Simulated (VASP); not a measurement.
Wanted: the native input for a VASP 6.6.1 run.

```
Task                               : single point
Functional                         : PBE0
Potentials or basis                : VASP PAW PBE potentials, release 64 (C)
Cutoff                             : 520 eV
k mesh                             : 8 × 8 × 8
Occupations                        : gaussian, width 0.02 eV
Spin                               : no spin polarisation
Dipole correction                  : no
Grid for exact exchange (PRECFOCK) : Normal
Further INCAR settings             : ALGO = Normal; EDIFF = 1e-06; NBANDS = 11
Share of exact exchange            : 0.25
```

The system is C.

```
C
1.0
     0.00000    1.78574    1.78574
     1.78574    0.00000    1.78574
     1.78574    1.78574    0.00000
C
2
Direct
  0.00000 0.00000 0.00000
  0.25000 0.25000 0.25000
```

The input as run:

POSCAR

```
C
1.0
    0.0000000000      1.7857368623      1.7857368623
    1.7857368623      0.0000000000      1.7857368623
    1.7857368623      1.7857368623      0.0000000000
C
2
Direct
    0.0000000000      0.0000000000      0.0000000000
    0.2500000000      0.2500000000      0.2500000000
```

INCAR.step1

```
PREC = Accurate
ENCUT = 520
EDIFF = 1E-5
ISMEAR = 0
SIGMA = 0.02
LREAL = False
LASPH = True
NELM = 80
ALGO = Normal
ISIF = 2
LWAVE = True
LCHARG = False
NBANDS = 11
GGA = PE
```

INCAR.step2

```
PREC = Accurate
ENCUT = 520
EDIFF = 1E-6
ISMEAR = 0
SIGMA = 0.02
LREAL = False
LASPH = True
NELM = 80
ALGO = Normal
ISIF = 2
LWAVE = False
LCHARG = False
GGA = PE
LHFCALC = True
AEXX = 0.25
PRECFOCK = Normal
NBANDS = 11
ISTART = 1
```

KPOINTS

```
Automatic mesh
0
Gamma
  8 8 8
```

Potentials or basis: VASP PAW PBE potentials, release 64 (C).

Command:

```bash
$ cat potpaw_PBE.64/C/POTCAR > POTCAR
$ cp INCAR.step1 INCAR
$ mpirun -np 1 vasp_std > vasp.out
$ cp INCAR.step2 INCAR
$ mpirun -np 1 vasp_std > vasp.out
```

It gave:

```json
{
 "Pressure": "-9.2 GPa",
 "Band gap on the k mesh": "6.03 eV (least direct gap 7.70 eV)"
}
```

Caveat: the cell stands under tension; the PAW data sets were made with another functional, which shifts forces and pressure a little.

Run time: 13 min on 1 thread of Intel Xeon 8259CL, with other jobs on the host, peak memory 0.13 GiB.
